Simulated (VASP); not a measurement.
Wanted: the native input for a VASP 6.6.1 run.

```
Task                   : single point
Functional             : PBE
Dispersion             : D3(BJ)
Potentials or basis    : VASP PAW PBE potentials, release 64 (Ge_d, Sb, Te)
Cutoff                 : 520 eV
k mesh                 : 4 × 4 × 4
Occupations            : gaussian, width 0.1 eV
Spin                   : no spin polarisation
Dipole correction      : no
Further INCAR settings : ALGO = Normal; EDIFF = 1e-06; NBANDS = 33
```

The structure of GeSb2Te4 (d3) lies in POSCAR:

```
GeSb2Te4
1.0
   -3.0595750000      3.0595750000      6.0514150000
    3.0595750000     -3.0595750000      6.0514150000
    3.0595750000      3.0595750000     -6.0514150000
Ge Sb Te
1 2 4
Direct
    0.0000000000      0.0000000000      0.0000000000
    0.5000000000      0.5000000000      0.0000000000
    0.2500000000      0.7500000000      0.5000000000
    0.5016200000      0.0016200000      0.5000000000
    0.2481620000      0.2481620000      0.0000000000
    0.9983800000      0.4983800000      0.5000000000
    0.7518380000      0.7518380000      0.0000000000
```

One way to write it, as run:

INCAR

```
SYSTEM = GeSb2Te4
ALGO     = Normal         ! electronic algorithm
EDIFF    = 1E-6           ! SCF threshold, eV
ENCUT    = 520            ! plane-wave cutoff, eV
GGA      = PE             ! functional
ISIF     = 2              ! what is computed and relaxed
ISMEAR   = 0              ! smearing method
IVDW     = 12             ! dispersion correction
LASPH    = .True.         ! aspherical terms in the spheres
LCHARG   = .True.         ! write CHGCAR
LELF     = .True.         ! ELF
LREAL    = .False.        ! projectors in reciprocal space
LVHAR    = .True.       
LWAVE    = .False.        ! write WAVECAR
NBANDS   = 33             ! bands
NELM     = 60             ! most SCF steps
PREC     = Accurate       ! precision mode
SIGMA    = 0.1            ! smearing width, eV
```

KPOINTS

```
k-points
0
Gamma
  4 4 4
  0 0 0
```

Potentials or basis: VASP PAW PBE potentials, release 64 (Ge_d, Sb, Te).

Run with:

```sh
$ cat potpaw_PBE.64/Ge_d/POTCAR potpaw_PBE.64/Sb/POTCAR potpaw_PBE.64/Te/POTCAR > POTCAR
$ mpirun -np 1 vasp_std > vasp.out
```

Results of the run:

```
Pressure                   : -1.4 GPa
Largest force              : 0.061 eV/Å
Band gap on the k mesh     : zero (band 24 reaches 5.41 eV, above the bottom of band 25 at 5.32 eV)
Dispersion energy per atom : -0.408 eV
```

Caveat: the k points lie up to 0.36 Å⁻¹ apart; spin-orbit coupling is left out, which moves the levels of the heavy elements; pairwise dispersion overbinds metals, which lowers pressure and volume.

Run time: 81 s on 1 thread of Intel(R) Xeon(R) 6975P-C (Granite Rapids), with other jobs on the host, peak memory 0.44 GiB.
